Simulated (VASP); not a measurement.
# CdF2 (Fm-3m) in VASP: notebook

The runs below take CdF2 through single point, with PBE, r2SCAN.

Program: VASP 6.6.1. These are calculated values, not measurements. Logs are shortened: lines on timing, memory, paths and dates and some standing lists are left out, and cuts for length are marked.

## (1) The cell of the first run

The structure is cubic, space group Fm-3m (No. 225). Conventional cell: a = 5.221 Å, b = 5.221 Å, c = 5.221 Å, α = 90.00°, β = 90.00°, γ = 90.00°. Cd (site symmetry m-3m) has 8 F at 2.26 Å within 3.0 Å. Within 3.0 Å of F (site symmetry -43m) lie 4 Cd at 2.26 Å and 6 F at 2.61 Å.

## (2) Single point, PBE (strain -2.7%)

File INCAR:

```
PREC = Accurate ; ENCUT = 520
EDIFF = 1E-7 ; ISMEAR = -1
SIGMA = 0.02 ; LREAL = False
LASPH = True ; NELM = 80
ALGO = Normal ; ISIF = 2
LWAVE = False ; LCHARG = False
GGA = PE ; NBANDS = 20
```

File KPOINTS:

```
Automatic mesh
0
Gamma
  8 8 8
```

File POSCAR:

```
CdF2
1.0
    0.0000000000      2.6104195701      2.6104195701
    2.6104195701      0.0000000000      2.6104195701
    2.6104195701      2.6104195701      0.0000000000
Cd F
1 2
Direct
    0.0000000000      0.0000000000      0.0000000000
    0.2500000000      0.2500000000      0.2500000000
    0.7500000000      0.7500000000      0.7500000000
```

Potentials or basis: VASP PAW PBE potentials, release 64 (Cd, F).

On the command line:

```
cat potpaw_PBE.64/Cd/POTCAR potpaw_PBE.64/F/POTCAR > POTCAR
mpirun -np 1 vasp_std > vasp.out
```

OUTCAR:

```text
PREC = Accurate
   ENCUT = 520
   EDIFF = 1E-7
   ISMEAR = -1
   LREAL = False
   LASPH = True
   NELM = 80
   ISIF = 2
   GGA = PE

 ion  position               nearest neighbor table
   1  0.000  0.000  0.000-   3 2.26   3 2.26   3 2.26   2 2.26   3 2.26   2 2.26   2 2.26   2 2.26

   2  0.250  0.250  0.250-   1 2.26   1 2.26   1 2.26   1 2.26
   3  0.750  0.750  0.750-   1 2.26   1 2.26   1 2.26   1 2.26

  LATTYP: Found a face centered cubic cell.
 ALAT       =     5.2208391402

  Lattice vectors:

 A1 = (   0.0000000000,   2.6104195701,   2.6104195701)
 A2 = (   2.6104195701,   0.0000000000,   2.6104195701)
 A3 = (   2.6104195701,   2.6104195701,   0.0000000000)

Analysis of symmetry for initial positions (statically):
=====================================================================
 Subroutine PRICEL returns:
 Original cell was already a primitive cell.

 Routine SETGRP: Setting up the symmetry group for a
 face centered cubic supercell.

 Subroutine GETGRP returns: Found 48 space group operations
 (whereof 48 operations were pure point group operations)
 out of a pool of 48 trial point group operations.

The static configuration has the point symmetry O_h .

Analysis of symmetry for dynamics (positions and initial velocities):
=====================================================================
 Subroutine PRICEL returns:
 Original cell was already a primitive cell.

 Routine SETGRP: Setting up the symmetry group for a
 face centered cubic supercell.

 Subroutine GETGRP returns: Found 48 space group operations
 (whereof 48 operations were pure point group operations)
 out of a pool of 48 trial point group operations.

The dynamic configuration has the point symmetry O_h .

 Subroutine INISYM returns: Found 48 space group operations
 (whereof 48 operations are pure point group operations),
 and found     1 'primitive' translations

----------------------------------------------------------------------------------------

                                     Primitive cell

  volume of cell :      35.5763

  direct lattice vectors                    reciprocal lattice vectors
     0.000000000  2.610419570  2.610419570    -0.191540090  0.191540090  0.191540090
     2.610419570  0.000000000  2.610419570     0.191540090 -0.191540090  0.191540090
     2.610419570  2.610419570  0.000000000     0.191540090  0.191540090 -0.191540090

  length of vectors
     3.691690760  3.691690760  3.691690760     0.331757168  0.331757168  0.331757168

  position of ions in fractional coordinates (direct lattice)
     0.000000000  0.000000000  0.000000000
     0.250000000  0.250000000  0.250000000
     0.750000000  0.750000000  0.750000000

  ion indices of the primitive-cell ions
   primitive index   ion index
                 1           1
                 2           2
                 3           3

----------------------------------------------------------------------------------------

 KPOINTS: Automatic mesh

Automatic generation of k-mesh.
 Grid dimensions read from file:
 generate k-points for:    8    8    8

 Generating k-lattice:

  Cartesian coordinates                     Fractional coordinates (reciprocal lattice)
    -0.023942511  0.023942511  0.023942511     0.125000000  0.000000000  0.000000000
     0.023942511 -0.023942511  0.023942511     0.000000000  0.125000000  0.000000000
     0.023942511  0.023942511 -0.023942511     0.000000000  0.000000000  0.125000000

  Length of vectors
     0.041469646  0.041469646  0.041469646

  Shift w.r.t. Gamma in fractional coordinates (k-lattice)
     0.000000000  0.000000000  0.000000000

 Subroutine IBZKPT returns following result:
 ===========================================

 Found     29 irreducible k-points:

 Following reciprocal coordinates:
            Coordinates               Weight
  0.000000  0.000000  0.000000      1.000000
  0.125000  0.000000  0.000000      8.000000
  0.250000  0.000000  0.000000      8.000000
  0.375000  0.000000  0.000000      8.000000
  0.500000  0.000000  0.000000      4.000000
  0.125000  0.125000  0.000000      6.000000
[... 16 lines left out ...]
  0.500000  0.250000  0.125000     48.000000
 -0.375000  0.250000  0.125000     24.000000
 [... further k-points ...]
   k-points           NKPTS =     29   k-points in BZ     NKDIM =     29   number of bands    NBANDS=     20
   number of dos      NEDOS =    301   number of ions     NIONS =      3
   total plane-waves  NPLWV =  21952
   dimension x,y,z NGX =    28 NGY =   28 NGZ =   28
   dimension x,y,z NGXF=    56 NGYF=   56 NGZF=   56
   ions per type =               1   2
   NGX,Y,Z   is equivalent  to a cutoff of  12.61, 12.61, 12.61 a.u.
   NGXF,Y,Z  is equivalent  to a cutoff of  25.22, 25.22, 25.22 a.u.
 SYSTEM =  unknown system
   PREC   = accura    normal or accurate (medium, high low for compatibility)
   ISTART =      0    job   : 0-new  1-cont  2-samecut
   ICHARG =      2    charge: 1-file 2-atom 10-const
   ISPIN  =      1    spin polarized calculation?
   LNONCOLLINEAR =      F non collinear calculations
   LSORBIT =      F    spin-orbit coupling
   LASPH  =      T    aspherical Exc in radial PAW
   ENCUT  =  520.0 eV  38.22 Ry    6.18 a.u.   6.86  6.86  6.86*2*pi/ulx,y,z
   NELM   =     80;   NELMIN=  2; NELMDL= -5     # of ELM steps
   EDIFF  = 0.1E-06   stopping-criterion for ELM
   LREAL  =      F    real-space projection
   EDIFFG = 0.1E-05   stopping-criterion for IOM
   NSW    =      0    number of steps for IOM
   IBRION =     -1    ionic relax: 0-MD 1-quasi-New 2-CG
   NFREE  =      0    steps in history (QN), initial steepest desc. (CG)
   ISIF   =      2    stress and relaxation
   ISYM   =      2    0-nonsym 1-usesym 2-fastsym
   POTIM  = 0.5000    time-step for ionic-motion
   TEBEG  =    0.0;   TEEND  =   0.0 temperature during run
   PSTRESS=    0.0 pullay stress
   NELECT =      26.0000    total number of electrons
   NUPDOWN=      -1.0000    fix difference up-down
   EMIN   =  10.00;   EMAX   =-10.00  energy-range for DOS
   EFERMI =   0.00;   METHOD = LEGACY
   ISMEAR =    -1;   SIGMA  =   0.02  broadening in eV -4-tet -1-fermi 0-gaus
   EFERMI_NEDOS =   21; number of points for ismear=-14 and -15
   IALGO  =     38    algorithm
   IMIX   =      4    mixing-type and parameters
     AMIX     =   0.40;   BMIX     =  1.00
     AMIX_MAG =   1.60;   BMIX_MAG =  1.00
  volume/ion in A,a.u.               =      11.86        80.03
  Fermi-wavevector in a.u.,A,eV,Ry     =   1.474616  2.786620 29.585768  2.174493
  Thomas-Fermi vector in A             =   2.589366
   LORBIT       =      0    0 simple, 1 ext, 2 COOP (PROOUT), +10 PAW based schemes
   GGA     = PE    functional components
   LHFCALC =     F    Hartree Fock is set to
   AEXX    =    0.0000 exact exchange contribution
   IVDW    =     0    specifies the selected vdW correction
   LEPSILON=     F    determine dielectric tensor
   LRPA    =     F    only Hartree local field effects (RPA)
 non-spin polarized calculation
  energy-cutoff  :      520.00
  volume of cell :       35.58
 maximum number of plane-waves:       982
   NGX = 13   NGY = 13   NGZ = 13

 number of electron      26.0000016 magnetization

 Free energy of the ion-electron system (eV)
  ---------------------------------------------------
  ext. energy  EPLUGINS =         0.00000000
  ---------------------------------------------------
  free energy    TOTEN  =       -10.56840521 eV

  energy without entropy =      -10.56840521  energy(sigma->0) =      -10.56840521

 E-fermi :  -0.0888     XC(G=0): -10.9373

 val. band max:       -0.5351856158   @ k =  -0.2500   0.5000   0.2500
 cond. band min:       2.8717555659   @ k =   0.0000   0.0000   0.0000
 fundamental gap:      3.4069411817
 Fermi energy:        -0.0887718205

 k-point     1 :       0.0000    0.0000    0.0000
  band No.  band energies     occupation
      1     -21.9275      2.00000
      2     -20.5289      2.00000
      3      -6.5303      2.00000
      4      -6.5303      2.00000
      5      -6.5303      2.00000
      6      -4.8629      2.00000
[... 12 lines left out ...]
     19      20.0415      0.00000
     20      20.0415      0.00000

 k-point     2 :       0.1250    0.0000    0.0000
  band No.  band energies     occupation
      1     -21.8651      2.00000
      2     -20.5867      2.00000
      3      -6.4564      2.00000
      4      -6.4564      2.00000
      5      -6.3229      2.00000
      6      -4.8931      2.00000
[... 12 lines left out ...]
     19      19.6653      0.00000
     20      19.6653      0.00000

 k-point     3 :       0.2500    0.0000    0.0000
  band No.  band energies     occupation
      1     -21.6949      2.00000
      2     -20.7420      2.00000
      3      -6.2824      2.00000
      4      -6.2824      2.00000
      5      -5.7582      2.00000
      6      -4.9239      2.00000
[... 12 lines left out ...]
     19      19.0087      0.00000
     20      20.0831      0.00000

 k-point     4 :       0.3750    0.0000    0.0000
  band No.  band energies     occupation
      1     -21.4626      2.00000
      2     -20.9542      2.00000
      3      -6.1328      2.00000
      4      -6.1328      2.00000
      5      -5.0087      2.00000
      6      -4.8535      2.00000
[... 12 lines left out ...]
     19      18.5091      0.00000
     20      19.4972      0.00000

 k-point     5 :       0.5000    0.0000    0.0000
  band No.  band energies     occupation
      1     -21.2574      2.00000
      2     -21.1500      2.00000
      3      -6.0853      2.00000
      4      -6.0853      2.00000
      5      -4.7720      2.00000
      6      -4.7720      2.00000
[... 12 lines left out ...]
     19      18.3151      0.00000
     20      19.0807      0.00000

 k-point     6 :       0.1250    0.1250    0.0000
  band No.  band energies     occupation
      1     -21.8456      2.00000
      2     -20.6036      2.00000
      3      -6.4271      2.00000
      4      -6.4271      2.00000
      5      -6.2567      2.00000
      6      -4.9931      2.00000
[... 12 lines left out ...]
     19      20.0029      0.00000
     20      20.1717      0.00000

 k-point     7 :       0.2500    0.1250    0.0000
  band No.  band energies     occupation
      1     -21.7156      2.00000
      2     -20.7196      2.00000
      3      -6.2732      2.00000
      4      -6.2686      2.00000
      5      -5.8248      2.00000
      6      -5.1358      2.00000
[... 12 lines left out ...]
     19      19.9510      0.00000
     20      21.3673      0.00000
[... 277 lines left out ...]
 k-point    20 :      -0.3750    0.3750    0.0000
  band No.  band energies     occupation
      1     -21.2358      2.00000
      2     -21.1153      2.00000
      3      -6.1341      2.00000
      4      -5.4160      2.00000
      5      -5.0293      2.00000
      6      -5.0255      2.00000
[... 12 lines left out ...]
     19      20.7413      0.00000
     20      21.3411      0.00000

 k-point    21 :       0.5000    0.5000    0.0000
  band No.  band energies     occupation
      1     -21.3283      2.00000
      2     -21.0117      2.00000
      3      -6.4220      2.00000
      4      -5.2443      2.00000
      5      -5.2443      2.00000
      6      -4.7100      2.00000
[... 12 lines left out ...]
     19      19.8902      0.00000
     20      21.3428      0.00000

 k-point    22 :       0.3750    0.2500    0.1250
  band No.  band energies     occupation
      1     -21.5745      2.00000
      2     -20.8393      2.00000
      3      -6.1375      2.00000
      4      -6.0539      2.00000
      5      -5.3695      2.00000
      6      -5.3168      2.00000
[... 12 lines left out ...]
     19      19.6427      0.00000
     20      22.3913      0.00000

 k-point    23 :       0.5000    0.2500    0.1250
  band No.  band energies     occupation
      1     -21.3870      2.00000
      2     -21.0016      2.00000
      3      -6.0353      2.00000
      4      -5.8517      2.00000
      5      -5.2911      2.00000
      6      -4.8922      2.00000
[... 12 lines left out ...]
     19      19.0912      0.00000
     20      22.2655      0.00000

 k-point    24 :      -0.3750    0.2500    0.1250
  band No.  band energies     occupation
      1     -21.2156      2.00000
      2     -21.1617      2.00000
      3      -6.0007      2.00000
      4      -5.8021      2.00000
      5      -5.0556      2.00000
      6      -4.9502      2.00000
[... 12 lines left out ...]
     19      18.8564      0.00000
     20      22.4920      0.00000

 [... further k-points ...]

------------------------ aborting loop because EDIFF is reached ----------------------------------------

  FORCE on cell =-STRESS in cart. coord.  units (eV):
  Direction    XX          YY          ZZ          XY          YZ          ZX
  --------------------------------------------------------------------------------------
  -------------------------------------------------------------------------------------
  Total        4.6046292      4.6046292      4.6046292      0.0000000     -0.0000000     -0.0000000
  in kB      207.3692236    207.3692236    207.3692236      0.0000000     -0.0000000     -0.0000000
  external PRESSURE =     207.3692236 kB  Pullay stress =       0.0000000 kB

 VOLUME and BASIS-vectors are now :
 -----------------------------------------------------------------------------
  energy-cutoff  :      520.00
  volume of cell :       35.58
      direct lattice vectors                 reciprocal lattice vectors
     0.000000000  2.610419570  2.610419570    -0.191540090  0.191540090  0.191540090
     2.610419570  0.000000000  2.610419570     0.191540090 -0.191540090  0.191540090
     2.610419570  2.610419570  0.000000000     0.191540090  0.191540090 -0.191540090

 POSITION                                       TOTAL-FORCE (eV/Angst)
 -----------------------------------------------------------------------------------
      0.00000      0.00000      0.00000         0.000000     -0.000000      0.000000
      1.30521      1.30521      1.30521        -0.000000      0.000000      0.000000
      3.91563      3.91563      3.91563         0.000000     -0.000000     -0.000000
 -----------------------------------------------------------------------------------
    total drift:                                0.000000      0.000000      0.000000

  FREE ENERGIE OF THE ION-ELECTRON SYSTEM (eV)
  ---------------------------------------------------
  free  energy   TOTEN  =       -10.5684052071 eV

  energy  without entropy=      -10.5684052071  energy(sigma->0) =      -10.56840521
```

Run time: 56 s. Hardware: 1 thread of Intel Xeon 8259CL, shared host; peak memory 0.16 GiB.

Results:

| Item | Value |
| --- | --- |
| Free energy | -10.5684 eV |
| Pressure | 20.7 GPa |
| Band gap on the k mesh | 3.41 eV (least direct gap 3.77 eV) |

Caveat: the cell differs from its parent crystal (strain -2.7%); the cell stands under pressure. A k mesh can miss the band edges.

## (3) Single point, PBE

This run uses another cell than the first one, of 12.87 Å³/atom.

File INCAR:

```
  PREC = Accurate
  ENCUT = 520
  EDIFF = 1E-6
  ISMEAR = -1
  SIGMA = 0.02
  LREAL = False
  LASPH = True
  NELM = 100
  ALGO = Normal
  ISIF = 2
  LWAVE = False
  LCHARG = False
  GGA = PE
  NBANDS = 20
```

File KPOINTS:

```
regular mesh
0
Gamma
  8 8 8
```

File POSCAR:

```
CdF2
1.0
    0.0000000000      2.6825809990      2.6825809990
    2.6825809990      0.0000000000      2.6825809990
    2.6825809990      2.6825809990      0.0000000000
Cd F
1 2
Direct
    0.0000000000      0.0000000000      0.0000000000
    0.2500000000      0.2500000000      0.2500000000
    0.7500000000      0.7500000000      0.7500000000
```

Potentials or basis: VASP PAW PBE potentials, release 64 (Cd, F).

On the command line:

```
cat potpaw_PBE.64/Cd/POTCAR potpaw_PBE.64/F/POTCAR > POTCAR
mpirun -np 1 vasp_std > vasp.out
```

Run time: 52 s. Hardware: 1 thread of Intel Xeon 8259CL, shared host; peak memory 0.17 GiB.

The run converged. Its results:

| Item | Value |
| --- | --- |
| Free energy | -10.8367 eV |
| Pressure | 7.8 GPa |
| Band gap on the k mesh | 3.11 eV (least direct gap 3.60 eV) |

Levels at points of the mesh, in eV from the valence-band top:
```tsv
k point	band 11	band 12	band 13	band 14	band 15	band 16
(0.00, 0.00, 0.00)	-0.48	-0.48	-0.48	3.11	12.76	12.76
(0.50, 0.00, 0.00)	-1.89	-0.39	-0.39	7.27	9.20	14.61
(0.50, 0.50, 0.00)	-0.52	-0.09	-0.09	8.11	9.72	11.95
```

Caveat: the cell stands under pressure.

[end of part 1 of 2]
